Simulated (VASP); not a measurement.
Here is a VASP 6.6.1 calculation.

INCAR

```
PREC = Accurate ; ENCUT = 520
EDIFF = 1E-6 ; ISMEAR = 0
SIGMA = 0.15 ; LREAL = F
LASPH = T ; NELM = 100
ALGO = Fast ; ISIF = 2
LWAVE = F ; LCHARG = F
GGA = PS ; NBANDS = 49
```

KPOINTS

```
Automatic mesh
0
Gamma
  17 17 3
```

Contents of POSCAR:

```
MoS2
1.0
   -1.5602034497     -2.7023516451      0.0000000000
    1.5602034497     -2.7023516451      0.0000000000
    0.0000000000      0.0000000000     18.2580752127
Mo S
3 6
Direct
    0.3333333333      0.3333333333      0.3333333333
    0.6666666667      0.6666666667      0.6666666667
    0.0000000000      1.0000000000      0.0000000000
    1.0000000000      1.0000000000      0.7543566504
    0.3333333333      0.3333333333      0.0876899838
    0.6666666667      0.6666666667      0.4210233171
    1.0000000000      1.0000000000      0.2456433496
    0.3333333333      0.3333333333      0.5789766829
    0.6666666667      0.6666666667      0.9123100162
```

Potentials or basis: VASP PAW PBE potentials, release 64 (Mo_sv, S).

Run with:

```bash
$ cat potpaw_PBE.64/Mo_sv/POTCAR potpaw_PBE.64/S/POTCAR > POTCAR
$ mpirun -np 1 vasp_std > vasp.out
```

(1) What does it give for the largest force?

(2) Predict the pressure.

(3) What does it give for the band gap on the k mesh?

## Answers

(1) 0.003 eV/Å.

(2) 0.0 GPa.

(3) zero (bands 39 and 40 overlap by 0.57 eV).

Caveat: the PAW data sets were made with another functional, which shifts forces and pressure a little; this functional lacks dispersion, which binds layers or chains, so the pressure and a relaxed spacing across them are unreliable.
